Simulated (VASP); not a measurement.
Input of a VASP 6.6.1 run:

Contents of INCAR:

```
PREC = Accurate
ENCUT = 520
EDIFF = 1E-6
ISMEAR = 0
SIGMA = 0.02
LREAL = False
LASPH = True
NELM = 100
ALGO = Normal
ISIF = 2
LWAVE = False
LCHARG = False
GGA = PE
NBANDS = 9
```

Contents of KPOINTS:

```
Automatic mesh
0
Gamma
  12 12 6
```

Contents of POSCAR:

```
MgH2
1.0
    3.0187987239      0.0000000000      0.0000000000
   -1.5093993620      2.6143563838      0.0000000000
    0.0000000000      0.0000000000      5.2333104103
Mg H
1 2
Direct
    0.0000000000      0.0000000000      0.0000000000
    0.6666666667      0.3333333333      0.8219678414
    0.3333333333      0.6666666667      0.1780321586
```

Potentials or basis: VASP PAW PBE potentials, release 64 (Mg, H).

Command:

```console
$ cat potpaw_PBE.64/Mg/POTCAR potpaw_PBE.64/H/POTCAR > POTCAR
$ mpirun -np 1 vasp_std > vasp.out
```

Problem. Estimate the band gap on the k mesh.

Solution. 4.58 eV, indirect (least direct gap 4.91 eV).

Problem. Estimate the pressure.

Solution. -0.2 GPa.

Forces in eV/Å, atoms in the order of the input:
```
Mg   0.000  0.000  0.000
H    0.000  0.000  0.003
H    0.000  0.000 -0.003
```

A k mesh can miss the band edges. PBE gaps usually lie below the measured ones, often by a third to a half.
